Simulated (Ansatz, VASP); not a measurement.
## Two plane-wave programs on PtS2

Contents of INCAR:

```
SYSTEM = PtS2
ALGO = Normal ; DIPOL = 0.5 0.5 0.396
EDIFF = 1E-7 ; ENCUT = 520
GGA = PE ; IDIPOL = 3
ISIF = 2 ; ISMEAR = 0
IVDW = 12 ; LASPH = .TRUE.
LCHARG = .FALSE. ; LDIPOL = .TRUE.
LREAL = .FALSE. ; LWAVE = .FALSE.
NBANDS = 31 ; NELM = 60
PREC = Accurate ; SIGMA = 0.05
```

The input KPOINTS:

```
k-points
0
G
  9 9 1
  0 0 0
```

POSCAR

```
PtS2
1.0
    3.5415277692      0.0000000000      0.0000000000
   -1.7707638846      3.0670530163      0.0000000000
    0.0000000000      0.0000000000     22.4670602589
S Pt
4 2
Direct
    0.6666666667      0.3333333333      0.2002932270
    0.3333333333      0.6666666667      0.3108341745
    0.6666666667      1.3333333333      0.4817510615
    0.3333333333      1.6666666667      0.5922920091
    0.0000000000      0.0000000000      0.2555637007
    0.0000000000      1.0000000000      0.5370215353
```

Input for Ansatz:

```yaml
crystal:
  lattice:
    - [3.5415277692, 0.0, 0.0]
    - [-1.7707638846, 3.0670530163, 0.0]
    - [0.0, 0.0, 22.4670602589]
  atoms:
    - { symbol: S, position: [0.6666666667, 0.3333333333, 0.200293227] }
    - { symbol: Pt, position: [0.0, 0.0, 0.2555637007] }
    - { symbol: S, position: [0.3333333333, 0.6666666667, 0.3108341745] }
    - { symbol: S, position: [0.6666666667, 1.3333333333, 0.4817510615] }
    - { symbol: Pt, position: [0.0, 1.0, 0.5370215353] }
    - { symbol: S, position: [0.3333333333, 1.6666666667, 0.5922920091] }
basis:
  ecutwfc: 420
kpoints:
  mp_grid: { grid: [9, 9, 1] }
hamiltonian:
  xc: pbe
  pseudopotentials: { kind: paw, azcp: { folder: soft_1 } }
  dispersion: d3bj
scf:
  occupations: { method: gaussian, width: 0.05 }
output:
  forces: true
  eigenvalues: true
efield:
  axis: 3
  dipole_correction: true
  ramp_width: 0.04
```

Alike in both runs: task single point; functional PBE; dispersion D3(BJ); k mesh 9 × 9 × 1; occupations gaussian, width 0.05 eV; no spin polarisation.

|  | VASP | Ansatz |
| --- | --- | --- |
| version | VASP 6.6.1 | Ansatz 0.2.0 |
| potentials or method | VASP PAW PBE potentials, release 64 (S, Pt), cutoff 520 eV | scalar-relativistic, plane waves, PAW |
| valence electrons in the cell | 44 | 60 |

|  | VASP | Ansatz | Ansatz less VASP |
| --- | --- | --- | --- |
| gap on the k mesh at the Fermi level (eV) | 1.62 | 1.62 | -0.005 |
| least direct gap on the mesh (eV) | 1.71 | 1.70 | -0.005 |
| rms of the force components (eV/Å) | 0.025 | 0.028 | +0.0035 |

VASP's potentials hold 44 valence electrons a cell and Ansatz's 60, so a difference there can come from the potentials and not from the codes.

Neither program's run includes spin-orbit coupling.
